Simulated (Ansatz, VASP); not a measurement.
# Two plane-wave programs on MnHg

The input POSCAR:

```
MnHg
1.0
    3.3150000000      0.0000000000      0.0000000000
    0.0000000000      3.3150000000      0.0000000000
    0.0000000000      0.0000000000      3.3150000000
Mn Hg
1 1
Direct
    0.5000000000      0.5000000000      0.5000000000
    0.0000000000      0.0000000000      0.0000000000
```

Contents of INCAR.step1:

```
SYSTEM = MnHg
ALGO     = Normal         ! electronic algorithm
EDIFF    = 1E-4           ! SCF threshold, eV
ENCUT    = 520            ! plane-wave cutoff, eV
GGA      = PE             ! functional
ISMEAR   = -1             ! smearing method
ISPIN    = 2              ! spin polarisation
LASPH    = .True.         ! aspherical terms in the spheres
LCHARG   = .False.        ! write CHGCAR
LMAXMIX  = 4              ! l up to which the mixer works
LREAL    = .False.        ! projectors in reciprocal space
LWAVE    = .True.         ! write WAVECAR
MAGMOM   = 4 0            ! initial moments
NBANDS   = 24             ! bands
NELM     = 150            ! most SCF steps
PREC     = Accurate       ! precision mode
SIGMA    = 0.05           ! smearing width, eV
```

The input INCAR.step2:

```
SYSTEM = MnHg
ALGO     = Normal         ! electronic algorithm
EDIFF    = 1E-8           ! SCF threshold, eV
ENCUT    = 520            ! plane-wave cutoff, eV
ISIF     = 2              ! what is computed and relaxed
ISMEAR   = -1             ! smearing method
ISPIN    = 2              ! spin polarisation
ISTART   = 1            
LASPH    = .True.         ! aspherical terms in the spheres
LCHARG   = .False.        ! write CHGCAR
LEFG     = .True.       
LMAXMIX  = 4              ! l up to which the mixer works
LMIXTAU  = .True.       
LORBIT   = 11             ! projections on sites
LREAL    = .False.        ! projectors in reciprocal space
LWAVE    = .False.        ! write WAVECAR
MAGMOM   = 4 0            ! initial moments
METAGGA  = R2SCAN         ! meta-GGA
NBANDS   = 24             ! bands
NELM     = 150            ! most SCF steps
PREC     = Accurate       ! precision mode
SIGMA    = 0.05           ! smearing width, eV
```

The input KPOINTS:

```
k-points
0
Gamma
  10 10 10
  0 0 0
```

Input for Ansatz:

```yaml
crystal:
  lattice:
    - [3.315, 0.0, 0.0]
    - [0.0, 3.315, 0.0]
    - [0.0, 0.0, 3.315]
  atoms:
    - { symbol: Mn, position: [0.5, 0.5, 0.5], spin: 4.0 }
    - { symbol: Hg, position: [0.0, 0.0, 0.0] }
magnetization:
  spin_polarized: true
kpoints:
  mp_grid: { grid: [10, 10, 10] }
scf:
  occupations: { method: fermi_dirac, width: 0.05 }
hamiltonian:
  xc: r2scan
  pseudopotentials: { kind: paw }
output:
  forces: true
  stress: true
  populations: true
  efg:
    quadrupole_moments_barn: { Mn: 0.33, Hg: 0.387 }
    contact_densities: true
  write_density: true
  write_potential: true
  elf: true
  volumetric_format: npy
```

Alike in both runs: task electric field gradients; functional r2SCAN; k mesh 10 × 10 × 10; occupations fermi-dirac, width 0.05 eV; collinear spin.

|  | VASP | Ansatz |
| --- | --- | --- |
| version | VASP 6.6.1 | Ansatz 0.2.0 |
| potentials or method | VASP PAW PBE potentials, release 64 (Mn_pv, Hg) | plane-wave PAW, scalar-relativistic |
| plane-wave cutoff (eV) | 520 | 500 |
| valence electrons in the cell | 25 | 35 |

```csv
,VASP,Ansatz,Ansatz less VASP
pressure (GPa),1.8,1.3,-0.55
net moment per atom (μB),2.10,2.10,0.000
size of the moment on the site where the two differ most (μB),4.14,4.20,+0.066
```

VASP's potentials were made for PBE, not for r2SCAN. Site moments also hang on the region over which each program counts them. The functional is the same, so the differences come from potentials, cutoffs and numerics. VASP's potentials hold 25 valence electrons a cell and Ansatz's 35, so a difference there can come from the potentials and not from the codes. Ansatz's warnings: stability check not made.

Neither program's run includes spin-orbit coupling.
